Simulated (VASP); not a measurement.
# Pt (Im-3m) in VASP: further runs, part 2 of 2

VASP 6.6.1.

## Step 3: Relaxation of cell and atoms, RPBE+D3(BJ)

The input, INCAR:

```
PREC     = Accurate       # precision mode
ENCUT    = 600            # plane-wave cutoff, eV
EDIFF    = 1E-7           # SCF threshold, eV
ISMEAR   = -1             # smearing method
SIGMA    = 0.05           # smearing width, eV
LREAL    = False          # projectors in reciprocal space
LASPH    = True           # aspherical terms in the spheres
NELM     = 80             # most SCF steps
ALGO     = Normal         # electronic algorithm
ISIF     = 3              # what is computed and relaxed
LWAVE    = False          # write WAVECAR
LCHARG   = False          # write CHGCAR
GGA      = RP             # functional
IVDW     = 12             # dispersion correction
IBRION   = 2              # ionic algorithm
NSW      = 60             # ionic steps
EDIFFG   = -0.01          # ionic threshold
```

The input, KPOINTS:

```
regular mesh
0
Gamma
  12 12 12
```

The input, POSCAR:

```
Pt
1.0
   -1.5842200000      1.5842200000      1.5842200000
    1.5842200000     -1.5842200000      1.5842200000
    1.5842200000      1.5842200000     -1.5842200000
Pt
1
Direct
    0.0000000000      0.0000000000      0.0000000000
```

Potentials or basis: VASP PAW PBE potentials, release 64 (Pt).

The run is started by

```
$ cat potpaw_PBE.64/Pt/POTCAR > POTCAR
$ mpirun -np 1 vasp_std > vasp.out
```

OUTCAR:

```text
PREC = Accurate
   ENCUT = 600
   EDIFF = 1E-7
   ISMEAR = -1
   LREAL = False
   LASPH = True
   NELM = 80
   ISIF = 3
   GGA = RP
   IVDW = 12
   IBRION = 2
   NSW = 60
   EDIFFG = -0.01
 IVDW          = 12

 ion  position               nearest neighbor table
   1  0.000  0.000  0.000-

  LATTYP: Found a body centered cubic cell.
 ALAT       =     3.1684400000

  Lattice vectors:

 A1 = (  -1.5842200000,   1.5842200000,   1.5842200000)
 A2 = (   1.5842200000,  -1.5842200000,   1.5842200000)
 A3 = (   1.5842200000,   1.5842200000,  -1.5842200000)

Analysis of symmetry for initial positions (statically):
=====================================================================
 Subroutine PRICEL returns:
 Original cell was already a primitive cell.

 Routine SETGRP: Setting up the symmetry group for a
 body centered cubic supercell.

 Subroutine GETGRP returns: Found 48 space group operations
[... 9 lines left out ...]

 Routine SETGRP: Setting up the symmetry group for a
 body centered cubic supercell.

 Subroutine GETGRP returns: Found 48 space group operations
[... 11 lines left out ...]
                                     Primitive cell

  volume of cell :      15.9040

  direct lattice vectors                    reciprocal lattice vectors
    -1.584220000  1.584220000  1.584220000     0.000000000  0.315612731  0.315612731
     1.584220000 -1.584220000  1.584220000     0.315612731  0.000000000  0.315612731
     1.584220000  1.584220000 -1.584220000     0.315612731  0.315612731  0.000000000

  length of vectors
     2.743949530  2.743949530  2.743949530     0.446343804  0.446343804  0.446343804

  position of ions in fractional coordinates (direct lattice)
     0.000000000  0.000000000  0.000000000

  ion indices of the primitive-cell ions
   primitive index   ion index
                 1           1

----------------------------------------------------------------------------------------

 KPOINTS: regular mesh

Automatic generation of k-mesh.
 Grid dimensions read from file:
 generate k-points for:   12   12   12

 Generating k-lattice:

  Cartesian coordinates                     Fractional coordinates (reciprocal lattice)
     0.000000000  0.026301061  0.026301061     0.083333333  0.000000000  0.000000000
     0.026301061  0.000000000  0.026301061     0.000000000  0.083333333  0.000000000
     0.026301061  0.026301061  0.000000000     0.000000000  0.000000000  0.083333333

  Length of vectors
     0.037195317  0.037195317  0.037195317

  Shift w.r.t. Gamma in fractional coordinates (k-lattice)
     0.000000000  0.000000000  0.000000000

 Subroutine IBZKPT returns following result:
 ===========================================

 Found     72 irreducible k-points:

 Following reciprocal coordinates:
            Coordinates               Weight
  0.000000  0.000000  0.000000      1.000000
  0.083333  0.000000  0.000000     12.000000
  0.166667  0.000000  0.000000     12.000000
  0.250000  0.000000  0.000000     12.000000
  0.333333  0.000000  0.000000     12.000000
  0.416667  0.000000  0.000000     12.000000
[... 16 lines left out ...]
  0.333333  0.083333  0.083333     24.000000
  0.416667  0.083333  0.083333     12.000000
 [... further k-points ...]
   k-points           NKPTS =     72   k-points in BZ     NKDIM =     72   number of bands    NBANDS=      9
   number of dos      NEDOS =    301   number of ions     NIONS =      1
   total plane-waves  NPLWV =  13824
   dimension x,y,z NGX =    24 NGY =   24 NGZ =   24
   dimension x,y,z NGXF=    48 NGYF=   48 NGZF=   48
   ions per type =               1
   NGX,Y,Z   is equivalent  to a cutoff of  14.54, 14.54, 14.54 a.u.
   NGXF,Y,Z  is equivalent  to a cutoff of  29.08, 29.08, 29.08 a.u.
 SYSTEM =  unknown system
   PREC   = accura    normal or accurate (medium, high low for compatibility)
   ISTART =      0    job   : 0-new  1-cont  2-samecut
   ICHARG =      2    charge: 1-file 2-atom 10-const
   ISPIN  =      1    spin polarized calculation?
   LNONCOLLINEAR =      F non collinear calculations
   LSORBIT =      F    spin-orbit coupling
   LASPH  =      T    aspherical Exc in radial PAW
   ENCUT  =  600.0 eV  44.10 Ry    6.64 a.u.   5.48  5.48  5.48*2*pi/ulx,y,z
   NELM   =     80;   NELMIN=  2; NELMDL= -5     # of ELM steps
   EDIFF  = 0.1E-06   stopping-criterion for ELM
   LREAL  =      F    real-space projection
   EDIFFG = -.1E-01   stopping-criterion for IOM
   NSW    =     60    number of steps for IOM
   IBRION =      2    ionic relax: 0-MD 1-quasi-New 2-CG
   NFREE  =      1    steps in history (QN), initial steepest desc. (CG)
   ISIF   =      3    stress and relaxation
   ISYM   =      2    0-nonsym 1-usesym 2-fastsym
   POTIM  = 0.5000    time-step for ionic-motion
   TEBEG  =    0.0;   TEEND  =   0.0 temperature during run
   PSTRESS=    0.0 pullay stress
   NELECT =      10.0000    total number of electrons
   NUPDOWN=      -1.0000    fix difference up-down
   EMIN   =  10.00;   EMAX   =-10.00  energy-range for DOS
   EFERMI =   0.00;   METHOD = LEGACY
   ISMEAR =    -1;   SIGMA  =   0.05  broadening in eV -4-tet -1-fermi 0-gaus
   EFERMI_NEDOS =   21; number of points for ismear=-14 and -15
   IALGO  =     38    algorithm
   IMIX   =      4    mixing-type and parameters
     AMIX     =   0.40;   BMIX     =  1.00
     AMIX_MAG =   1.60;   BMIX_MAG =  1.00
  volume/ion in A,a.u.               =      15.90       107.33
  Fermi-wavevector in a.u.,A,eV,Ry     =   1.402510  2.650360 26.763132  1.967035
  Thomas-Fermi vector in A             =   2.525265
   LORBIT       =      0    0 simple, 1 ext, 2 COOP (PROOUT), +10 PAW based schemes
   GGA     = RP    functional components
   LHFCALC =     F    Hartree Fock is set to
   AEXX    =    0.0000 exact exchange contribution
   IVDW    =    12    specifies the selected vdW correction
   LEPSILON=     F    determine dielectric tensor
   LRPA    =     F    only Hartree local field effects (RPA)
 conjugate gradient relaxation of ions
 non-spin polarized calculation
  energy-cutoff  :      600.00
  volume of cell :       15.90
 maximum number of plane-waves:       555
 NGX is ok and might be reduce to    24
   NGX = 11   NGY = 11   NGZ = 11

--------------------------------------- Ionic step        1  -------------------------------------------

 number of electron      10.0000000 magnetization

 number of electron       9.9999999 magnetization

 Free energy of the ion-electron system (eV)
  ---------------------------------------------------
  ext. energy  EPLUGINS =         0.00000000
  ---------------------------------------------------
  free energy    TOTEN  =        -5.38511607 eV

  energy without entropy =       -5.37885497  energy(sigma->0) =       -5.38198552

------------------------ aborting loop because EDIFF is reached ----------------------------------------

 Edisp (eV)   -4.07532

 E8    (eV) :    -2.7640
[... 104 lines left out ...]
  FREE ENERGIE OF THE ION-ELECTRON SYSTEM (eV)
  ---------------------------------------------------
  free  energy   TOTEN  =        -9.8152193084 eV

  energy  without entropy=       -9.8103033933  energy(sigma->0) =       -9.81276135

[... ionic steps 4 to 14 ...]

--------------------------------------- Ionic step       15  -------------------------------------------

 number of electron      10.0000001 magnetization

------------------------ aborting loop because EDIFF is reached ----------------------------------------
[... 73 lines left out ...]
--------------------------------------- Ionic step       17  -------------------------------------------

 number of electron      10.0000001 magnetization

 Free energy of the ion-electron system (eV)
  ---------------------------------------------------
  ext. energy  EPLUGINS =         0.00000000
  ---------------------------------------------------
  free energy    TOTEN  =        -5.00323095 eV

  energy without entropy =       -4.99866445  energy(sigma->0) =       -5.00094770

 E-fermi :  13.0824     XC(G=0): -14.0722

 val. band max:       13.0468148491   @ k =   0.5000   0.5000   0.4167
 cond. band min:      13.1643788699   @ k =  -0.4167  -0.4167   0.1667
 fundamental gap:      0.1175640207
 Fermi energy:        13.0824098985

 k-point     1 :       0.0000    0.0000    0.0000
  band No.  band energies     occupation
      1       2.0721      2.00000
      2       8.8191      2.00000
      3       8.8191      2.00000
      4       8.8191      2.00000
      5      11.8995      2.00000
      6      11.8995      2.00000
      7      30.1197      0.00000
      8      30.1197      0.00000
      9      30.1197      0.00000
[... 265 lines left out ...]
 k-point    24 :       0.4167    0.0833    0.0833
  band No.  band energies     occupation
      1       5.6342      2.00000
      2       7.0189      2.00000
      3      11.0642      2.00000
      4      11.8937      2.00000
      5      12.3868      2.00000
      6      17.0380      0.00000
      7      20.4241      0.00000
      8      26.6109      0.00000
      9      28.5556      0.00000

 [... further k-points ...]

------------------------ aborting loop because EDIFF is reached ----------------------------------------

 Edisp (eV)   -4.83621

 E8    (eV) :    -3.2797
[... 24 lines left out ...]
  FREE ENERGIE OF THE ION-ELECTRON SYSTEM (eV)
  ---------------------------------------------------
  free  energy   TOTEN  =        -9.8394422851 eV

  energy  without entropy=       -9.8348757834  energy(sigma->0) =       -9.83715903

 reached required accuracy - stopping structural energy minimisation
```

Wall time 55 s (1 thread of Intel Xeon Platinum 8488C (Sapphire Rapids), shared host); peak memory 0.17 GiB.

Results:

* Free energy: -9.8394 eV
* Relaxed volume: 13.58 Å³/atom
* Relaxed cell: a = 2.603 Å, b = 2.603 Å, c = 2.603 Å, α = 109.47°, β = 109.47°, γ = 109.47°
* Space group after relaxing (to 0.05 Å): Im-3m (No. 229)
* Energy gained by relaxing: 379.0 meV/atom
* Ionic steps: 17
* Pressure after relaxing: 0.0 GPa
* Band gap on the k mesh: zero (band 5 reaches 14.57 eV, above the bottom of band 6 at 11.70 eV)
* Dispersion energy per atom: -4.836 eV

Step by step:
```csv
step,energy change (eV),largest force (eV/Å),pressure (GPa),volume (Å³)
1,0.0000,0.0000,-44.52,15.90
2,9.1887,0.0000,880.34,7.75
3,-0.3548,0.0000,-14.32,14.10
4,-0.3706,0.0000,-8.69,13.88
5,-0.3790,0.0000,0.45,13.57
6,-0.3789,0.0000,-0.91,13.61
7,-0.3789,0.0000,-0.85,13.61
8,-0.3790,0.0000,-0.65,13.60
9,-0.3790,0.0000,-0.65,13.60
10,-0.3790,0.0000,-0.64,13.60
11,-0.3790,0.0000,-0.64,13.60
12,-0.3790,0.0000,-0.59,13.60
13,-0.3790,0.0000,-0.52,13.60
14,-0.3790,0.0000,-0.39,13.59
15,-0.3790,0.0000,-0.13,13.58
16,-0.3790,0.0000,0.38,13.57
17,-0.3790,0.0000,0.01,13.58
```

Final structure:
```
Pt
1.0
    -1.50297    1.50297    1.50297
     1.50297   -1.50297    1.50297
     1.50297    1.50297   -1.50297
Pt
1
Direct
  0.00000 0.00000 0.00000
```

Caveat: the PAW data sets were made with another functional, which shifts forces and pressure a little; spin-orbit coupling is left out, which moves the levels of the heavy elements; pairwise dispersion overbinds metals, which lowers pressure and volume.

## Step 4: Relaxation of cell and atoms, RPBE+D4

The input, INCAR:

```
ALGO     = Fast           # electronic algorithm
EDIFF    = 1E-6           # SCF threshold, eV
EDIFFG   = -0.01          # ionic threshold
ENCUT    = 600            # plane-wave cutoff, eV
GGA      = RP             # functional
IBRION   = 2              # ionic algorithm
ISIF     = 3              # what is computed and relaxed
ISMEAR   = -1             # smearing method
IVDW     = 13             # dispersion correction
LASPH    = T              # aspherical terms in the spheres
LCHARG   = F              # write CHGCAR
LREAL    = F              # projectors in reciprocal space
LWAVE    = F              # write WAVECAR
NELM     = 100            # most SCF steps
NSW      = 60             # ionic steps
PREC     = Accurate       # precision mode
SIGMA    = 0.05           # smearing width, eV
```

The input, KPOINTS:

```
k-points
0
Gamma
  12 12 12
```

POSCAR is that of step 3.

The run is started by

```
$ cat potpaw_PBE.64/Pt/POTCAR > POTCAR
$ mpirun -np 1 vasp_std > vasp.out
```

Run time: 46 s. Hardware: 1 thread of Intel Xeon Platinum 8488C (Sapphire Rapids), shared host; peak memory 0.16 GiB.

The run converged. Its results:

* Free energy: -6.7999 eV
* Relaxed volume: 15.22 Å³/atom
* Relaxed cell: a = 2.704 Å, b = 2.704 Å, c = 2.704 Å, α = 109.47°, β = 109.47°, γ = 109.47°
* Space group after relaxing (to 0.05 Å): Im-3m (No. 229)
* Energy gained by relaxing: 24.0 meV/atom
* Ionic steps: 8
* Pressure after relaxing: -0.1 GPa
* Band gap on the k mesh: zero (band 5 reaches 12.05 eV, above the bottom of band 6 at 9.73 eV)
* Dispersion energy per atom: -1.448 eV

Step by step:
| step | energy change (eV) | largest force (eV/Å) | pressure (GPa) | volume (Å³) |
| --- | --- | --- | --- | --- |
| 1 | 0.0000 | 0.0000 | -10.61 | 15.90 |
| 2 | 0.1577 | 0.0000 | 40.62 | 13.60 |
| 3 | -0.0240 | 0.0000 | -0.18 | 15.24 |
| 4 | -0.0240 | 0.0000 | -0.25 | 15.23 |
| 5 | 0.0171 | 0.0000 | 16.89 | 14.40 |
| 6 | -0.0240 | 0.0000 | 0.21 | 15.21 |
| 7 | -0.0239 | 0.0000 | -0.70 | 15.25 |
| 8 | -0.0240 | 0.0000 | -0.10 | 15.22 |

Final structure:
```yaml
crystal:
  lattice:
    - [-1.56115, 1.56115, 1.56115]
    - [1.56115, -1.56115, 1.56115]
    - [1.56115, 1.56115, -1.56115]
  atoms:
    - { symbol: Pt, position: [0.00000, 0.00000, 0.00000] }
```

Levels at points of the mesh, in eV from the Fermi level:
| k point | band 1 | band 2 | band 3 | band 4 | band 5 | band 6 | band 7 | band 8 | band 9 |
| --- | --- | --- | --- | --- | --- | --- | --- | --- | --- |
| (0.00, 0.00, 0.00) | -9.78 | -3.60 | -3.60 | -3.60 | -0.99 | -0.99 | 17.15 | 17.15 | 17.15 |
| (0.50, 0.00, 0.00) | -6.83 | -5.11 | -1.17 | -0.64 | 0.25 | 1.21 | 6.73 | 13.35 | 16.29 |
| (0.50, 0.50, 0.50) | -6.37 | -6.37 | 0.65 | 0.65 | 0.65 | 7.86 | 7.86 | 7.86 | 13.48 |

Caveat: the PAW data sets were made with another functional, which shifts forces and pressure a little; spin-orbit coupling is left out, which moves the levels of the heavy elements; pairwise dispersion overbinds metals, which lowers pressure and volume.

## Step 5: Single point, r2SCAN, non-collinear spin, zero start, spin-orbit coupling

POSCAR is that of step 4.

The input, INCAR.step1:

```
ALGO     = Normal         # electronic algorithm
EDIFF    = 1E-4           # SCF threshold, eV
ENCUT    = 520            # plane-wave cutoff, eV
GGA      = PE             # functional
GGA_COMPAT= F            
ISMEAR   = -1             # smearing method
LASPH    = T              # aspherical terms in the spheres
LCHARG   = F              # write CHGCAR
LMAXMIX  = 4              # l up to which the mixer works
LNONCOLLINEAR= T              # non-collinear magnetism
LREAL    = F              # projectors in reciprocal space
LSORBIT  = T              # spin-orbit coupling
LWAVE    = T              # write WAVECAR
MAGMOM   = 0 0 0          # initial moments
NBANDS   = 21             # bands
NELM     = 150            # most SCF steps
PREC     = Accurate       # precision mode
SIGMA    = 0.05           # smearing width, eV
```

The input, INCAR.step2:

```
ALGO     = Normal         # electronic algorithm
EDIFF    = 1E-6           # SCF threshold, eV
ENCUT    = 520            # plane-wave cutoff, eV
GGA_COMPAT= F            
ISIF     = 2              # what is computed and relaxed
ISMEAR   = -1             # smearing method
ISTART   = 1            
LASPH    = T              # aspherical terms in the spheres
LCHARG   = F              # write CHGCAR
LMAXMIX  = 4              # l up to which the mixer works
LMIXTAU  = T            
LNONCOLLINEAR= T              # non-collinear magnetism
LORBIT   = 11             # projections on sites
LORBMOM  = T            
LREAL    = F              # projectors in reciprocal space
LSORBIT  = T              # spin-orbit coupling
LWAVE    = F              # write WAVECAR
MAGMOM   = 0 0 0          # initial moments
METAGGA  = R2SCAN         # meta-GGA
NBANDS   = 21             # bands
NELM     = 150            # most SCF steps
PREC     = Accurate       # precision mode
SIGMA    = 0.05           # smearing width, eV
```

The input, KPOINTS:

```
k-points
0
Gamma
  9 9 9
```

The run is started by

```
$ cat potpaw_PBE.64/Pt/POTCAR > POTCAR
$ cp INCAR.step1 INCAR
$ mpirun -np 1 vasp_ncl > vasp.out
$ cp INCAR.step2 INCAR
$ mpirun -np 1 vasp_ncl > vasp.out
```

It took 77 s on 1 thread of Intel Xeon Platinum 8488C (Sapphire Rapids), shared host; peak memory 0.19 GiB.

It converged, with:

```
Free energy                                           : -51.7757 eV
Pressure                                              : -5.9 GPa
Net moment                                            : 0.00 μB per cell
Valence electrons inside the program's atomic spheres : Pt 9.19
```

Moments on the atoms (μB; x, y, z):
```
Pt  0.00 0.00 0.00
```

Caveat: the PAW data sets were made with another functional, which shifts forces and pressure a little.

## Step 6: Single point, LDA

This run uses another cell than the first one, of 14.91 Å³/atom, 0.937 times its volume.

The input, INCAR:

```
SYSTEM = Pt
  PREC = Accurate
  ENCUT = 520
  EDIFF = 1E-6
  ISMEAR = -1
  SIGMA = 0.05
  LREAL = .False.
  LASPH = .True.
  NELM = 80
  ALGO = Normal
  ISIF = 2
  LWAVE = .False.
  LCHARG = .False.
  GGA = CA
  NBANDS = 11
```

The input, KPOINTS:

```
regular mesh
0
Gamma
  12 12 12
  0 0 0
```

The input, POSCAR:

```
Pt
1.0
   -1.5504660485      1.5504660485      1.5504660485
    1.5504660485     -1.5504660485      1.5504660485
    1.5504660485      1.5504660485     -1.5504660485
Pt
1
Direct
    0.0000000000      0.0000000000      0.0000000000
```

Potentials or basis: VASP PAW LDA potentials, release 64 (Pt).

The run is started by

```
$ cat potpaw_LDA.64/Pt/POTCAR > POTCAR
$ mpirun -np 1 vasp_std > vasp.out
```

It took 7 s on 1 thread of Intel Xeon Platinum 8375C at 2.90GHz (Ice Lake), shared host; peak memory 0.12 GiB.

It converged, with:

| Item | Value |
| --- | --- |
| Free energy | -7.4075 eV |
| Pressure | 0.7 GPa |
| Band gap on the k mesh | zero (band 5 reaches 12.27 eV, above the bottom of band 6 at 9.89 eV) |

Levels at points of the mesh, in eV from the Fermi level:
```csv
k point,band 3,band 4,band 5,band 6,band 7,band 8
"(0.00, 0.00, 0.00)",-3.75,-3.75,-0.99,-0.99,17.12,17.12
"(0.50, 0.00, 0.00)",-1.19,-0.61,0.16,1.26,6.89,13.32
"(0.50, 0.50, 0.50)",0.68,0.68,0.68,7.85,7.85,7.85
```

Caveat: spin-orbit coupling is left out, which moves the levels of the heavy elements.

## Step 7: The runs side by side

| task | level | potentials or basis | spin | cell | k mesh | cutoff (eV) | gap on the mesh (eV) | pressure (GPa) | relaxed volume (Å³/atom) |
| --- | --- | --- | --- | --- | --- | --- | --- | --- | --- |
| relaxation of cell and atoms | PBEsol+D4 | VASP PAW PBE potentials, release 64 (Pt) | off | relaxed from a = 2.744 Å, angles 109.5°, 1 atom | 12 × 12 × 12 | 600 | none | 0.1 | 14.95 |
| relaxation of cell and atoms | RPBE+D3(BJ) | VASP PAW PBE potentials, release 64 (Pt) | off | relaxed from a = 2.744 Å, angles 109.5°, 1 atom | 12 × 12 × 12 | 600 | none | 0.0 | 13.58 |
| relaxation of cell and atoms | RPBE+D4 | VASP PAW PBE potentials, release 64 (Pt) | off | relaxed from a = 2.744 Å, angles 109.5°, 1 atom | 12 × 12 × 12 | 600 | none | -0.1 | 15.22 |
| single point | r2SCAN | VASP PAW PBE potentials, release 64 (Pt) | non-collinear, zero start, SOC | a = 2.744 Å, angles 109.5°, 1 atom | 9 × 9 × 9 | 520 | - | -5.9 | - |
| single point | LDA | VASP PAW LDA potentials, release 64 (Pt) | off | a = 2.685 Å, angles 109.5°, 1 atom | 12 × 12 × 12 | 520 | none | 0.7 | - |

Alike in all rows: smearing fermi-dirac 0.05 eV.

Caveats: the PAW data sets were made with another functional, which shifts forces and pressure a little (some runs); spin-orbit coupling is left out, which moves the levels of the heavy elements (some runs); pairwise dispersion overbinds metals, which lowers pressure and volume (some runs).

Absolute energies hang on the potentials; compare differences alone.
